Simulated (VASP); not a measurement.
# HfN (Fm-3m) in VASP: notebook

Runs on HfN. Level: PBE+D4. Tasks: single point, relaxation of cell and atoms.

Everything below comes from runs of VASP 6.6.1. Logs are shortened: lines on timing, memory, paths and dates and some standing lists are left out, and cuts for length are marked.

## Step 1: The cell of the first run

The structure is cubic, space group Fm-3m (No. 225). Conventional cell: a = 4.522 Å, b = 4.522 Å, c = 4.522 Å, α = 90.00°, β = 90.00°, γ = 90.00°. Hf (site symmetry m-3m) has 6 N at 2.26 Å within 3.0 Å. N (site symmetry m-3m) has 6 Hf at 2.26 Å within 3.0 Å.

## Step 2: Single point, PBE+D4

File INCAR:

```
SYSTEM = HfN
PREC     = Accurate       ! precision mode
ENCUT    = 520            ! plane-wave cutoff, eV
EDIFF    = 1E-6           ! SCF threshold, eV
ISMEAR   = -1             ! smearing method
SIGMA    = 0.1            ! smearing width, eV
LREAL    = .False.        ! projectors in reciprocal space
LASPH    = .True.         ! aspherical terms in the spheres
NELM     = 100            ! most SCF steps
ALGO     = Normal         ! electronic algorithm
ISIF     = 2              ! what is computed and relaxed
LWAVE    = .False.        ! write WAVECAR
LCHARG   = .True.         ! write CHGCAR
GGA      = PE             ! functional
IVDW     = 13             ! dispersion correction
LELF     = .True.         ! ELF
LVHAR    = .True.       
NBANDS   = 14             ! bands
```

File KPOINTS:

```
regular mesh
0
Gamma
  13 13 13
  0 0 0
```

File POSCAR:

```
HfN
1.0
    0.0000000000      2.2607753322      2.2607753322
    2.2607753322      0.0000000000      2.2607753322
    2.2607753322      2.2607753322      0.0000000000
Hf N
1 1
Direct
    0.0000000000      0.0000000000      0.0000000000
    0.5000000000      0.5000000000      0.5000000000
```

Potentials or basis: VASP PAW PBE potentials, release 64 (Hf_pv, N).

The run is started by

```console
$ cat potpaw_PBE.64/Hf_pv/POTCAR potpaw_PBE.64/N/POTCAR > POTCAR
$ mpirun -np 1 vasp_std > vasp.out
```

OUTCAR:

```text
SYSTEM = HfN
   PREC = Accurate
   ENCUT = 520
   EDIFF = 1E-6
   ISMEAR = -1
   LREAL = .False.
   LASPH = .True.
   NELM = 100
   ISIF = 2
   GGA = PE
   IVDW = 13

 ion  position               nearest neighbor table
   1  0.000  0.000  0.000-   2 2.26   2 2.26   2 2.26   2 2.26   2 2.26   2 2.26
   2  0.500  0.500  0.500-   1 2.26   1 2.26   1 2.26   1 2.26   1 2.26   1 2.26

  LATTYP: Found a face centered cubic cell.
 ALAT       =     4.5215506644

  Lattice vectors:

 A1 = (   0.0000000000,   2.2607753322,   2.2607753322)
 A2 = (   2.2607753322,   0.0000000000,   2.2607753322)
 A3 = (   2.2607753322,   2.2607753322,   0.0000000000)

Analysis of symmetry for initial positions (statically):
=====================================================================
 Subroutine PRICEL returns:
 Original cell was already a primitive cell.

 Routine SETGRP: Setting up the symmetry group for a
 face centered cubic supercell.

 Subroutine GETGRP returns: Found 48 space group operations
 (whereof 48 operations were pure point group operations)
 out of a pool of 48 trial point group operations.

The static configuration has the point symmetry O_h .

Analysis of symmetry for dynamics (positions and initial velocities):
=====================================================================
 Subroutine PRICEL returns:
 Original cell was already a primitive cell.

 Routine SETGRP: Setting up the symmetry group for a
 face centered cubic supercell.

 Subroutine GETGRP returns: Found 48 space group operations
 (whereof 48 operations were pure point group operations)
 out of a pool of 48 trial point group operations.

The dynamic configuration has the point symmetry O_h .

 Subroutine INISYM returns: Found 48 space group operations
 (whereof 48 operations are pure point group operations),
 and found     1 'primitive' translations

----------------------------------------------------------------------------------------

                                     Primitive cell

  volume of cell :      23.1101

  direct lattice vectors                    reciprocal lattice vectors
     0.000000000  2.260775332  2.260775332    -0.221163064  0.221163064  0.221163064
     2.260775332  0.000000000  2.260775332     0.221163064 -0.221163064  0.221163064
     2.260775332  2.260775332  0.000000000     0.221163064  0.221163064 -0.221163064

  length of vectors
     3.197219136  3.197219136  3.197219136     0.383065664  0.383065664  0.383065664

  position of ions in fractional coordinates (direct lattice)
     0.000000000  0.000000000  0.000000000
     0.500000000  0.500000000  0.500000000

  ion indices of the primitive-cell ions
   primitive index   ion index
                 1           1
                 2           2

----------------------------------------------------------------------------------------

 KPOINTS: regular mesh

Automatic generation of k-mesh.
 Grid dimensions read from file:
 generate k-points for:   13   13   13

 Generating k-lattice:

  Cartesian coordinates                     Fractional coordinates (reciprocal lattice)
    -0.017012543  0.017012543  0.017012543     0.076923077  0.000000000  0.000000000
     0.017012543 -0.017012543  0.017012543     0.000000000  0.076923077  0.000000000
     0.017012543  0.017012543 -0.017012543     0.000000000  0.000000000  0.076923077

  Length of vectors
     0.029466590  0.029466590  0.029466590

  Shift w.r.t. Gamma in fractional coordinates (k-lattice)
     0.000000000  0.000000000  0.000000000

 Subroutine IBZKPT returns following result:
 ===========================================

 Found     84 irreducible k-points:

 Following reciprocal coordinates:
            Coordinates               Weight
  0.000000  0.000000  0.000000      1.000000
  0.076923  0.000000  0.000000      8.000000
  0.153846  0.000000  0.000000      8.000000
  0.230769  0.000000  0.000000      8.000000
  0.307692  0.000000  0.000000      8.000000
  0.384615  0.000000  0.000000      8.000000
[... 16 lines left out ...]
  0.384615  0.153846  0.000000     24.000000
  0.461538  0.153846  0.000000     24.000000
 [... further k-points ...]
   k-points           NKPTS =     84   k-points in BZ     NKDIM =     84   number of bands    NBANDS=     14
   number of dos      NEDOS =    301   number of ions     NIONS =      2
   total plane-waves  NPLWV =  13824
   dimension x,y,z NGX =    24 NGY =   24 NGZ =   24
   dimension x,y,z NGXF=    48 NGYF=   48 NGZF=   48
   ions per type =               1   1
   NGX,Y,Z   is equivalent  to a cutoff of  12.48, 12.48, 12.48 a.u.
   NGXF,Y,Z  is equivalent  to a cutoff of  24.96, 24.96, 24.96 a.u.
 SYSTEM =  HfN
   PREC   = accura    normal or accurate (medium, high low for compatibility)
   ISTART =      0    job   : 0-new  1-cont  2-samecut
   ICHARG =      2    charge: 1-file 2-atom 10-const
   ISPIN  =      1    spin polarized calculation?
   LNONCOLLINEAR =      F non collinear calculations
   LSORBIT =      F    spin-orbit coupling
   LASPH  =      T    aspherical Exc in radial PAW
   ENCUT  =  520.0 eV  38.22 Ry    6.18 a.u.   5.94  5.94  5.94*2*pi/ulx,y,z
   NELM   =    100;   NELMIN=  2; NELMDL= -5     # of ELM steps
   EDIFF  = 0.1E-05   stopping-criterion for ELM
   LREAL  =      F    real-space projection
   EDIFFG = 0.1E-04   stopping-criterion for IOM
   NSW    =      0    number of steps for IOM
   IBRION =     -1    ionic relax: 0-MD 1-quasi-New 2-CG
   NFREE  =      0    steps in history (QN), initial steepest desc. (CG)
   ISIF   =      2    stress and relaxation
   ISYM   =      2    0-nonsym 1-usesym 2-fastsym
   POTIM  = 0.5000    time-step for ionic-motion
   TEBEG  =    0.0;   TEEND  =   0.0 temperature during run
   PSTRESS=    0.0 pullay stress
   NELECT =      15.0000    total number of electrons
   NUPDOWN=      -1.0000    fix difference up-down
   EMIN   =  10.00;   EMAX   =-10.00  energy-range for DOS
   EFERMI =   0.00;   METHOD = LEGACY
   ISMEAR =    -1;   SIGMA  =   0.10  broadening in eV -4-tet -1-fermi 0-gaus
   EFERMI_NEDOS =   21; number of points for ismear=-14 and -15
   IALGO  =     38    algorithm
   IMIX   =      4    mixing-type and parameters
     AMIX     =   0.40;   BMIX     =  1.00
     AMIX_MAG =   1.60;   BMIX_MAG =  1.00
  volume/ion in A,a.u.               =      11.56        77.98
  Fermi-wavevector in a.u.,A,eV,Ry     =   1.417439  2.678572 27.335935  2.009135
  Thomas-Fermi vector in A             =   2.538669
   LORBIT       =      0    0 simple, 1 ext, 2 COOP (PROOUT), +10 PAW based schemes
   GGA     = PE    functional components
   LHFCALC =     F    Hartree Fock is set to
   AEXX    =    0.0000 exact exchange contribution
   IVDW    =    13    specifies the selected vdW correction
   LEPSILON=     F    determine dielectric tensor
   LRPA    =     F    only Hartree local field effects (RPA)
 non-spin polarized calculation
  energy-cutoff  :      520.00
  volume of cell :       23.11
 maximum number of plane-waves:       632
   NGX = 11   NGY = 11   NGZ = 11

 number of electron      15.0000000 magnetization

 Free energy of the ion-electron system (eV)
  ---------------------------------------------------
  ext. energy  EPLUGINS =         0.00000000
  ---------------------------------------------------
  free energy    TOTEN  =       -21.76543388 eV

  energy without entropy =      -21.74498040  energy(sigma->0) =      -21.75520714

 E-fermi :   8.3966     XC(G=0): -12.7198

 val. band max:        8.3300025909   @ k =  -0.1538   0.2308   0.0769
 cond. band min:       8.4212005288   @ k =   0.1538   0.0000   0.0000
 fundamental gap:      0.0911979379
 Fermi energy:         8.3966461069

 k-point     1 :       0.0000    0.0000    0.0000
  band No.  band energies     occupation
      1     -22.7963      2.00000
      2     -22.7963      2.00000
      3     -22.7963      2.00000
      4      -9.1324      2.00000
      5       5.3385      2.00000
      6       5.3385      2.00000
      7       5.3385      2.00000
      8       8.0195      1.95499
      9       8.0195      1.95499
     10       8.0195      1.95499
     11      10.1382      0.00000
     12      10.3282      0.00000
     13      10.3282      0.00000
     14      17.9232      0.00000

 k-point     2 :       0.0769    0.0000    0.0000
  band No.  band energies     occupation
      1     -22.8562      2.00000
      2     -22.8013      2.00000
      3     -22.8013      2.00000
      4      -8.9968      2.00000
      5       4.7507      2.00000
      6       4.9971      2.00000
      7       4.9971      2.00000
      8       8.1726      1.80760
      9       8.2187      1.71131
     10       8.2187      1.71131
     11      10.5728      0.00000
     12      10.7786      0.00000
     13      10.7786      0.00000
     14      18.3837      0.00000

 k-point     3 :       0.1538    0.0000    0.0000
  band No.  band energies     occupation
      1     -23.0179      2.00000
      2     -22.8151      2.00000
      3     -22.8151      2.00000
      4      -8.6158      2.00000
      5       3.5408      2.00000
      6       4.2732      2.00000
      7       4.2732      2.00000
      8       8.4212      0.87784
      9       8.7301      0.06878
     10       8.7301      0.06878
     11      11.5967      0.00000
     12      11.8907      0.00000
     13      11.8907      0.00000
     14      19.6078      0.00000
[... 324 lines left out ...]
 k-point    23 :       0.3846    0.1538    0.0000
  band No.  band energies     occupation
      1     -23.4925      2.00000
      2     -22.9437      2.00000
      3     -22.9341      2.00000
      4      -7.3122      2.00000
      5       0.8884      2.00000
      6       2.7924      2.00000
      7       3.2809      2.00000
      8       7.9716      1.97187
      9      11.8330      0.00000
     10      11.9613      0.00000
     11      13.3705      0.00000
     12      13.8967      0.00000
     13      16.8512      0.00000
     14      20.4160      0.00000

 k-point    24 :       0.4615    0.1538    0.0000
  band No.  band energies     occupation
      1     -23.6139      2.00000
      2     -22.9826      2.00000
      3     -22.9353      2.00000
      4      -6.9416      2.00000
      5       0.4177      2.00000
      6       2.4607      2.00000
      7       2.8105      2.00000
      8       8.9096      0.01177
      9      12.1281      0.00000
     10      12.3851      0.00000
     11      14.0929      0.00000
     12      15.3239      0.00000
     13      17.2068      0.00000
     14      19.4419      0.00000

 [... further k-points ...]

------------------------ aborting loop because EDIFF is reached ----------------------------------------

  DFT-D4 for vdW energy calculation

  Edisp (eV):   -0.56263

  FORCE on cell =-STRESS in cart. coord.  units (eV):
  Direction    XX          YY          ZZ          XY          YZ          ZX
  --------------------------------------------------------------------------------------
  -------------------------------------------------------------------------------------
  Total      -0.33703    -0.33703    -0.33703     0.00000     0.00000     0.00000
  in kB     -23.36571   -23.36571   -23.36571     0.00000     0.00000     0.00000
  external pressure =      -23.37 kB  Pullay stress =        0.00 kB

 VOLUME and BASIS-vectors are now :
 -----------------------------------------------------------------------------
  energy-cutoff  :      520.00
  volume of cell :       23.11
      direct lattice vectors                 reciprocal lattice vectors
     0.000000000  2.260775332  2.260775332    -0.221163064  0.221163064  0.221163064
     2.260775332  0.000000000  2.260775332     0.221163064 -0.221163064  0.221163064
     2.260775332  2.260775332  0.000000000     0.221163064  0.221163064 -0.221163064

 POSITION                                       TOTAL-FORCE (eV/Angst)
 -----------------------------------------------------------------------------------
      0.00000      0.00000      0.00000         0.000000      0.000000      0.000000
      2.26078      2.26078      2.26078         0.000000      0.000000      0.000000
 -----------------------------------------------------------------------------------
    total drift:                                0.000000     -0.000000     -0.000000

  FREE ENERGIE OF THE ION-ELECTRON SYSTEM (eV)
  ---------------------------------------------------
  free  energy   TOTEN  =       -22.3280639364 eV

  energy  without entropy=      -22.3076104563  energy(sigma->0) =      -22.31783720
```

Wall time 30 s (1 thread of Intel Xeon 8259CL, shared host); peak memory 0.16 GiB.

What came out:

```
Free energy                : -22.3281 eV
Pressure                   : -2.3 GPa
Band gap on the k mesh     : zero (an odd number of electrons rules out a gap without spin polarisation)
Dispersion energy per atom : -0.281 eV
```

Levels at points of the mesh, in eV from the Fermi level:
```tsv
k point	band 6	band 7	band 8	band 9	band 10	band 11
(0.00, 0.00, 0.00)	-3.06	-3.06	-0.38	-0.38	-0.38	1.74
```

Caveat: spin-orbit coupling is left out, which moves the levels of the heavy elements.

## Step 3: Relaxation of cell and atoms, PBE+D4

This run uses another cell than the first one, of 11.48 Å³/atom.

File INCAR:

```
PREC = Accurate ; ENCUT = 600
EDIFF = 1E-6 ; ISMEAR = -1
SIGMA = 0.1 ; LREAL = F
LASPH = T ; NELM = 80
ALGO = Normal ; ISIF = 3
LWAVE = F ; LCHARG = F
GGA = PE ; IVDW = 13
IBRION = 2 ; NSW = 80
EDIFFG = -0.01
```

File KPOINTS:

```
regular mesh
0
Gamma
  13 13 13
```

File POSCAR:

```
HfN
1.0
    0.0000000000      2.2560000000      2.2560000000
    2.2560000000      0.0000000000      2.2560000000
    2.2560000000      2.2560000000      0.0000000000
Hf N
1 1
Direct
    0.0000000000      0.0000000000      0.0000000000
    0.5000000000      0.5000000000      0.5000000000
```

Potentials or basis: VASP PAW PBE potentials, release 64 (Hf_pv, N).

The run is started by

```console
$ cat potpaw_PBE.64/Hf_pv/POTCAR potpaw_PBE.64/N/POTCAR > POTCAR
$ mpirun -np 1 vasp_std > vasp.out
```

It took 1.8 min on 1 thread of Intel Xeon 8259CL, shared host; peak memory 0.19 GiB.

It converged, with:

```
Free energy                           : -22.3314 eV
Relaxed volume                        : 11.45 Å³/atom
Relaxed cell                          : a = 3.188 Å, b = 3.188 Å, c = 3.188 Å, α = 60.00°, β = 60.00°, γ = 60.00°
Space group after relaxing (to 0.1 Å) : Fm-3m (No. 225)
Energy gained by relaxing             : 0.1 meV/atom
Ionic steps                           : 3
Pressure after relaxing               : 0.0 GPa
Band gap on the k mesh                : zero (an odd number of electrons rules out a gap without spin polarisation)
Dispersion energy per atom            : -0.284 eV
```

The path:
```tsv
step	energy change (eV)	largest force (eV/Å)	pressure (GPa)	volume (Å³)
1	0.0000	0.0000	-0.71	22.96
2	0.0003	0.0000	1.35	22.80
3	-0.0001	0.0000	0.01	22.90
```

Final structure:
```cif
data_structure
_symmetry_space_group_name_H-M 'P 1'
_symmetry_Int_Tables_number 1
_cell_length_a 3.1877
_cell_length_b 3.1877
_cell_length_c 3.1877
_cell_angle_alpha 60.000
_cell_angle_beta 60.000
_cell_angle_gamma 60.000
_cell_volume 22.90
loop_
_atom_site_label
_atom_site_type_symbol
_atom_site_fract_x
_atom_site_fract_y
_atom_site_fract_z
_atom_site_occupancy
Hf1 Hf 0.00000 0.00000 0.00000 1
N1 N 0.50000 0.50000 0.50000 1
```

Levels at points of the mesh, in eV from the Fermi level:
```tsv
k point	band 5	band 6	band 7	band 8	band 9	band 10	band 11
(0.00, 0.00, 0.00)	-3.07	-3.07	-3.07	-0.38	-0.38	-0.38	1.83
```

Caveat: spin-orbit coupling is left out, which moves the levels of the heavy elements.
